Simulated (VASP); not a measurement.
# Be in VASP: a series of runs

Runs on Be. Level: PBE. Tasks: single point, relaxation of cell and atoms.

All numbers are computed with VASP 6.6.1; they aren't measurements. Logs are shortened: lines on timing, memory, paths and dates and some standing lists are left out, and cuts for length are marked.

## (1) The cell of the first run

It takes space group Fm-3m (No. 225, cubic). The conventional cell has a = 3.157 Å, b = 3.157 Å, c = 3.157 Å, α = 90.00°, β = 90.00°, γ = 90.00°. Be (site symmetry m-3m) has 12 Be at 2.23 Å within 3.0 Å.

This isn't the form of Be at room conditions, which is hcp.

## (2) Single point, PBE

File INCAR:

```
SYSTEM = Be
ALGO = Normal ; EDIFF = 1E-6
ENCUT = 520 ; GGA = PE
ISIF = 2 ; ISMEAR = 0
LASPH = .TRUE. ; LCHARG = .FALSE.
LREAL = .FALSE. ; LWAVE = .FALSE.
NBANDS = 7 ; NELM = 100
PREC = Accurate ; SIGMA = 0.1
```

File KPOINTS:

```
k-points
0
G
  30 30 30
  0 0 0
```

File POSCAR:

```
Be
1.0
    0.0000000000      1.5784156083      1.5784156083
    1.5784156083      0.0000000000      1.5784156083
    1.5784156083      1.5784156083      0.0000000000
Be
1
Direct
    0.0000000000      0.0000000000      0.0000000000
```

Potentials or basis: VASP PAW PBE potentials, release 64 (Be).

On the command line:

```console
$ cat potpaw_PBE.64/Be/POTCAR > POTCAR
$ mpirun -np 1 vasp_std > vasp.out
```

OUTCAR:

```text
SYSTEM = Be
   EDIFF = 1E-6
   ENCUT = 520
   GGA = PE
   ISIF = 2
   ISMEAR = 0
   LASPH = .TRUE.
   LREAL = .FALSE.
   NELM = 100
   PREC = Accurate

 ion  position               nearest neighbor table
   1  0.000  0.000  0.000-

  LATTYP: Found a face centered cubic cell.
 ALAT       =     3.1568312166

  Lattice vectors:

 A1 = (   0.0000000000,   1.5784156083,   1.5784156083)
 A2 = (   1.5784156083,   0.0000000000,   1.5784156083)
 A3 = (   1.5784156083,   1.5784156083,   0.0000000000)

Analysis of symmetry for initial positions (statically):
=====================================================================
 Subroutine PRICEL returns:
 Original cell was already a primitive cell.

 Routine SETGRP: Setting up the symmetry group for a
 face centered cubic supercell.

 Subroutine GETGRP returns: Found 48 space group operations
 (whereof 48 operations were pure point group operations)
 out of a pool of 48 trial point group operations.

The static configuration has the point symmetry O_h .

Analysis of symmetry for dynamics (positions and initial velocities):
=====================================================================
 Subroutine PRICEL returns:
 Original cell was already a primitive cell.

 Routine SETGRP: Setting up the symmetry group for a
 face centered cubic supercell.

 Subroutine GETGRP returns: Found 48 space group operations
 (whereof 48 operations were pure point group operations)
 out of a pool of 48 trial point group operations.

The dynamic configuration has the point symmetry O_h .

 Subroutine INISYM returns: Found 48 space group operations
 (whereof 48 operations are pure point group operations),
 and found     1 'primitive' translations

----------------------------------------------------------------------------------------

                                     Primitive cell

  volume of cell :       7.8649

  direct lattice vectors                    reciprocal lattice vectors
     0.000000000  1.578415608  1.578415608    -0.316773350  0.316773350  0.316773350
     1.578415608  0.000000000  1.578415608     0.316773350 -0.316773350  0.316773350
     1.578415608  1.578415608  0.000000000     0.316773350  0.316773350 -0.316773350

  length of vectors
     2.232216760  2.232216760  2.232216760     0.548667537  0.548667537  0.548667537

  position of ions in fractional coordinates (direct lattice)
     0.000000000  0.000000000  0.000000000

  ion indices of the primitive-cell ions
   primitive index   ion index
                 1           1

----------------------------------------------------------------------------------------

 KPOINTS: k-points

Automatic generation of k-mesh.
 Grid dimensions read from file:
 generate k-points for:   30   30   30

 Generating k-lattice:

  Cartesian coordinates                     Fractional coordinates (reciprocal lattice)
    -0.010559112  0.010559112  0.010559112     0.033333333  0.000000000  0.000000000
     0.010559112 -0.010559112  0.010559112     0.000000000  0.033333333  0.000000000
     0.010559112  0.010559112 -0.010559112     0.000000000  0.000000000  0.033333333

  Length of vectors
     0.018288918  0.018288918  0.018288918

  Shift w.r.t. Gamma in fractional coordinates (k-lattice)
     0.000000000  0.000000000  0.000000000

 Subroutine IBZKPT returns following result:
 ===========================================

 Found    752 irreducible k-points:

 Following reciprocal coordinates:
            Coordinates               Weight
  0.000000  0.000000  0.000000      1.000000
  0.033333  0.000000  0.000000      8.000000
  0.066667  0.000000  0.000000      8.000000
  0.100000  0.000000  0.000000      8.000000
  0.133333  0.000000  0.000000      8.000000
  0.166667  0.000000  0.000000      8.000000
[... 16 lines left out ...]
  0.233333  0.033333  0.000000     24.000000
  0.266667  0.033333  0.000000     24.000000
 [... further k-points ...]
   k-points           NKPTS =    752   k-points in BZ     NKDIM =    752   number of bands    NBANDS=      7
   number of dos      NEDOS =    301   number of ions     NIONS =      1
   total plane-waves  NPLWV =   5832
   dimension x,y,z NGX =    18 NGY =   18 NGZ =   18
   dimension x,y,z NGXF=    36 NGYF=   36 NGZF=   36
   ions per type =               1
   NGX,Y,Z   is equivalent  to a cutoff of  13.41, 13.41, 13.41 a.u.
   NGXF,Y,Z  is equivalent  to a cutoff of  26.81, 26.81, 26.81 a.u.
 SYSTEM =  Be
   PREC   = accura    normal or accurate (medium, high low for compatibility)
   ISTART =      0    job   : 0-new  1-cont  2-samecut
   ICHARG =      2    charge: 1-file 2-atom 10-const
   ISPIN  =      1    spin polarized calculation?
   LNONCOLLINEAR =      F non collinear calculations
   LSORBIT =      F    spin-orbit coupling
   LASPH  =      T    aspherical Exc in radial PAW
   ENCUT  =  520.0 eV  38.22 Ry    6.18 a.u.   4.15  4.15  4.15*2*pi/ulx,y,z
   NELM   =    100;   NELMIN=  2; NELMDL= -5     # of ELM steps
   EDIFF  = 0.1E-05   stopping-criterion for ELM
   LREAL  =      F    real-space projection
   EDIFFG = 0.1E-04   stopping-criterion for IOM
   NSW    =      0    number of steps for IOM
   IBRION =     -1    ionic relax: 0-MD 1-quasi-New 2-CG
   NFREE  =      0    steps in history (QN), initial steepest desc. (CG)
   ISIF   =      2    stress and relaxation
   ISYM   =      2    0-nonsym 1-usesym 2-fastsym
   POTIM  = 0.5000    time-step for ionic-motion
   TEBEG  =    0.0;   TEEND  =   0.0 temperature during run
   PSTRESS=    0.0 pullay stress
   NELECT =       2.0000    total number of electrons
   NUPDOWN=      -1.0000    fix difference up-down
   EMIN   =  10.00;   EMAX   =-10.00  energy-range for DOS
   EFERMI =   0.00;   METHOD = LEGACY
   ISMEAR =     0;   SIGMA  =   0.10  broadening in eV -4-tet -1-fermi 0-gaus
   EFERMI_NEDOS =   21; number of points for ismear=-14 and -15
   IALGO  =     38    algorithm
   IMIX   =      4    mixing-type and parameters
     AMIX     =   0.40;   BMIX     =  1.00
     AMIX_MAG =   1.60;   BMIX_MAG =  1.00
  volume/ion in A,a.u.               =       7.86        53.08
  Fermi-wavevector in a.u.,A,eV,Ry     =   1.037178  1.959983 14.636318  1.075739
  Thomas-Fermi vector in A             =   2.171604
   LORBIT       =      0    0 simple, 1 ext, 2 COOP (PROOUT), +10 PAW based schemes
   GGA     = PE    functional components
   LHFCALC =     F    Hartree Fock is set to
   AEXX    =    0.0000 exact exchange contribution
   IVDW    =     0    specifies the selected vdW correction
   LEPSILON=     F    determine dielectric tensor
   LRPA    =     F    only Hartree local field effects (RPA)
 non-spin polarized calculation
 Gauss-broadening in eV      SIGMA  =   0.10
  energy-cutoff  :      520.00
  volume of cell :        7.86
 maximum number of plane-waves:       222
 NGX is ok and might be reduce to    18
   NGX =  9   NGY =  9   NGZ =  9

 number of electron       2.0000000 magnetization

 Free energy of the ion-electron system (eV)
  ---------------------------------------------------
  ext. energy  EPLUGINS =         0.00000000
  ---------------------------------------------------
  free energy    TOTEN  =        -3.68609745 eV

  energy without entropy =       -3.68562484  energy(sigma->0) =       -3.68586114

 E-fermi :   7.5824     XC(G=0): -10.6272

 val. band max:        7.5815358879   @ k =   0.5000   0.0000   0.0000
 cond. band min:       7.5973831742   @ k =  -0.3667   0.3333   0.0000
 fundamental gap:      0.0158472863
 Fermi energy:         7.5823767121

 k-point     1 :       0.0000    0.0000    0.0000
  band No.  band energies     occupation
      1      -4.3153      2.00000
      2      27.0271      0.00000
      3      27.0271      0.00000
      4      27.0271      0.00000
      5      36.7011      0.00000
      6      36.7011      0.00000
      7      36.7011      0.00000

 k-point     2 :       0.0333    0.0000    0.0000
  band No.  band energies     occupation
      1      -4.2784      2.00000
      2      26.7249      0.00000
      3      26.9618      0.00000
      4      26.9618      0.00000
      5      36.0785      0.00000
      6      36.8267      0.00000
      7      36.8267      0.00000

 k-point     3 :       0.0667    0.0000    0.0000
  band No.  band energies     occupation
      1      -4.1678      2.00000
      2      25.8555      0.00000
      3      26.7787      0.00000
      4      26.7787      0.00000
      5      35.3293      0.00000
      6      37.1800      0.00000
      7      37.1800      0.00000

 k-point     4 :       0.1000    0.0000    0.0000
  band No.  band energies     occupation
      1      -3.9835      2.00000
      2      24.5389      0.00000
      3      26.5089      0.00000
      4      26.5089      0.00000
      5      34.9457      0.00000
      6      37.6884      0.00000
      7      37.6884      0.00000

 k-point     5 :       0.1333    0.0000    0.0000
  band No.  band energies     occupation
      1      -3.7254      2.00000
      2      22.9404      0.00000
      3      26.1892      0.00000
      4      26.1892      0.00000
      5      34.8957      0.00000
      6      38.2123      0.00000
      7      38.2123      0.00000
[... 161 lines left out ...]
 k-point    22 :       0.2000    0.0333    0.0000
  band No.  band energies     occupation
      1      -3.0990      2.00000
      2      20.0177      0.00000
      3      24.9214      0.00000
      4      26.1501      0.00000
      5      34.8699      0.00000
      6      37.8920      0.00000
      7      39.1878      0.00000

 k-point    23 :       0.2333    0.0333    0.0000
  band No.  band energies     occupation
      1      -2.6461      2.00000
      2      18.2338      0.00000
      3      24.5997      0.00000
      4      25.8375      0.00000
      5      35.1656      0.00000
      6      37.3309      0.00000
      7      38.7528      0.00000

 k-point    24 :       0.2667    0.0333    0.0000
  band No.  band energies     occupation
      1      -2.1222      2.00000
      2      16.4815      0.00000
      3      24.3267      0.00000
      4      25.5302      0.00000
      5      35.1438      0.00000
      6      37.1120      0.00000
      7      38.0514      0.00000

 [... further k-points ...]

------------------------ aborting loop because EDIFF is reached ----------------------------------------

  FORCE on cell =-STRESS in cart. coord.  units (eV):
  Direction    XX          YY          ZZ          XY          YZ          ZX
  --------------------------------------------------------------------------------------
  -------------------------------------------------------------------------------------
  Total        0.0063092      0.0063092      0.0063092      0.0000000      0.0000000      0.0000000
  in kB        1.2852600      1.2852600      1.2852600      0.0000000      0.0000000      0.0000000
  external PRESSURE =       1.2852600 kB  Pullay stress =       0.0000000 kB

 VOLUME and BASIS-vectors are now :
 -----------------------------------------------------------------------------
  energy-cutoff  :      520.00
  volume of cell :        7.86
      direct lattice vectors                 reciprocal lattice vectors
     0.000000000  1.578415608  1.578415608    -0.316773350  0.316773350  0.316773350
     1.578415608  0.000000000  1.578415608     0.316773350 -0.316773350  0.316773350
     1.578415608  1.578415608  0.000000000     0.316773350  0.316773350 -0.316773350

 POSITION                                       TOTAL-FORCE (eV/Angst)
 -----------------------------------------------------------------------------------
      0.00000      0.00000      0.00000        -0.000000     -0.000000     -0.000000
 -----------------------------------------------------------------------------------
    total drift:                                0.000000      0.000000     -0.000000

  FREE ENERGIE OF THE ION-ELECTRON SYSTEM (eV)
  ---------------------------------------------------
  free  energy   TOTEN  =        -3.6860974506 eV

  energy  without entropy=       -3.6856248352  energy(sigma->0) =       -3.68586114
```

Run time: 27 s. Hardware: 1 thread of Intel Xeon 8259CL, shared host; peak memory 0.14 GiB.

What came out:

```yaml
Free_energy: -3.6861 eV
Pressure: 0.1 GPa
Band_gap_on_the_k_mesh: zero (bands 1 and 2 overlap by 0.70 eV)
```

## (3) Relaxation of cell and atoms, PBE

File INCAR:

```
SYSTEM = Be
PREC = Accurate ; ENCUT = 600
EDIFF = 1E-7 ; ISMEAR = 0
SIGMA = 0.02 ; LREAL = .FALSE.
LASPH = .TRUE. ; NELM = 60
ALGO = Normal ; ISIF = 3
LWAVE = .FALSE. ; LCHARG = .FALSE.
GGA = PE ; IBRION = 2
NSW = 100 ; EDIFFG = -0.01
```

File KPOINTS:

```
regular mesh
0
G
  20 20 20
  0 0 0
```

File POSCAR:

```
Be
1.0
    0.0000000000      1.5778609078      1.5778609078
    1.5778609078      0.0000000000      1.5778609078
    1.5778609078      1.5778609078      0.0000000000
Be
1
Direct
    0.0000000000      0.0000000000      0.0000000000
```

Potentials or basis: VASP PAW PBE potentials, release 64 (Be).

On the command line:

```console
$ cat potpaw_PBE.64/Be/POTCAR > POTCAR
$ mpirun -np 1 vasp_std > vasp.out
```

OUTCAR:

```text
SYSTEM = Be
   PREC = Accurate
   ENCUT = 600
   EDIFF = 1E-7
   ISMEAR = 0
   LREAL = .FALSE.
   LASPH = .TRUE.
   NELM = 60
   ISIF = 3
   GGA = PE
   IBRION = 2
   NSW = 100
   EDIFFG = -0.01

 ion  position               nearest neighbor table
   1  0.000  0.000  0.000-

  LATTYP: Found a face centered cubic cell.
 ALAT       =     3.1557218156

  Lattice vectors:

 A1 = (   0.0000000000,   1.5778609078,   1.5778609078)
[... 374 lines left out ...]
      5      33.6370      0.00000

 [... further k-points ...]

------------------------ aborting loop because EDIFF is reached ----------------------------------------

  FORCE on cell =-STRESS in cart. coord.  units (eV):
  Direction    XX          YY          ZZ          XY          YZ          ZX
  --------------------------------------------------------------------------------------
  -------------------------------------------------------------------------------------
  Total        0.0081317      0.0081317      0.0081317     -0.0000000      0.0000000     -0.0000000
  in kB        1.6582795      1.6582795      1.6582795     -0.0000000      0.0000000     -0.0000000
  external PRESSURE =       1.6582795 kB  Pullay stress =       0.0000000 kB

 VOLUME and BASIS-vectors are now :
 -----------------------------------------------------------------------------
  energy-cutoff  :      600.00
  volume of cell :        7.86
      direct lattice vectors                 reciprocal lattice vectors
     0.000000000  1.577860908  1.577860908    -0.316884712  0.316884712  0.316884712
     1.577860908  0.000000000  1.577860908     0.316884712 -0.316884712  0.316884712
     1.577860908  1.577860908  0.000000000     0.316884712  0.316884712 -0.316884712

 POSITION                                       TOTAL-FORCE (eV/Angst)
 -----------------------------------------------------------------------------------
      0.00000      0.00000      0.00000        -0.000000      0.000000      0.000000
 -----------------------------------------------------------------------------------
    total drift:                               -0.000000      0.000000     -0.000000

  FREE ENERGIE OF THE ION-ELECTRON SYSTEM (eV)
  ---------------------------------------------------
  free  energy   TOTEN  =        -3.6858725012 eV

  energy  without entropy=       -3.6858514896  energy(sigma->0) =       -3.68586200

 reached required accuracy - stopping structural energy minimisation
```

OSZICAR:

```text
N       E                     dE             d eps       ncg     rms          rms(c)
DAV:   1    -0.165293630421E+01   -0.16529E+01   -0.12052E+03  2725   0.367E+02
DAV:   2    -0.370861031664E+01   -0.20557E+01   -0.18926E+01  3560   0.433E+01
DAV:   3    -0.371670137343E+01   -0.80911E-02   -0.80894E-02  2970   0.231E+00
DAV:   4    -0.371670516393E+01   -0.37905E-05   -0.37903E-05  3655   0.537E-02
DAV:   5    -0.371670516417E+01   -0.23166E-09   -0.65659E-09  3030   0.393E-04    0.792E-01
DAV:   6    -0.369449642159E+01    0.22209E-01   -0.26749E-03  2655   0.715E-01    0.487E-01
DAV:   7    -0.368587374388E+01    0.86227E-02   -0.24903E-03  2685   0.722E-01    0.262E-02
DAV:   8    -0.368587277080E+01    0.97309E-06   -0.18439E-06  2850   0.116E-02    0.637E-03
DAV:   9    -0.368587291831E+01   -0.14751E-06   -0.15529E-06  3095   0.134E-02    0.105E-03
DAV:  10    -0.368587262362E+01    0.29469E-06   -0.17556E-08  1930   0.158E-03    0.373E-04
DAV:  11    -0.368587249929E+01    0.12433E-06   -0.54597E-09  1350   0.673E-04    0.614E-06
DAV:  12    -0.368587250125E+01   -0.19569E-08   -0.26605E-10  1290   0.261E-04
   1 F= -.36858725E+01 E0= -.36858620E+01  d E =-.368587E+01
```

Wall time 9.6 s (1 thread of Intel Xeon 8259CL, shared host); peak memory 0.13 GiB.

What came out:

- Free energy: -3.6859 eV
- Pressure after relaxing: 0.2 GPa
- Band gap on the k mesh: zero (bands 1 and 2 overlap by 1.01 eV)

Final structure:
```
Be
1.0
     0.00000    1.57786    1.57786
     1.57786    0.00000    1.57786
     1.57786    1.57786    0.00000
Be
1
Direct
  0.00000 0.00000 0.00000
```

Levels at points of the mesh, in eV from the Fermi level:
| k point | band 1 | band 2 | band 3 | band 4 | band 5 |
| --- | --- | --- | --- | --- | --- |
| (0.00, 0.00, 0.00) | -11.84 | 19.52 | 19.52 | 19.52 | 29.20 |
| (0.50, 0.00, 0.00) | -5.25 | 0.06 | 16.58 | 16.58 | 26.34 |
| (0.50, 0.50, 0.00) | -2.63 | 3.89 | 9.60 | 9.60 | 15.24 |

Caveat: the relaxation stopped at its first step, so nothing moved.

[end of part 1 of 2]
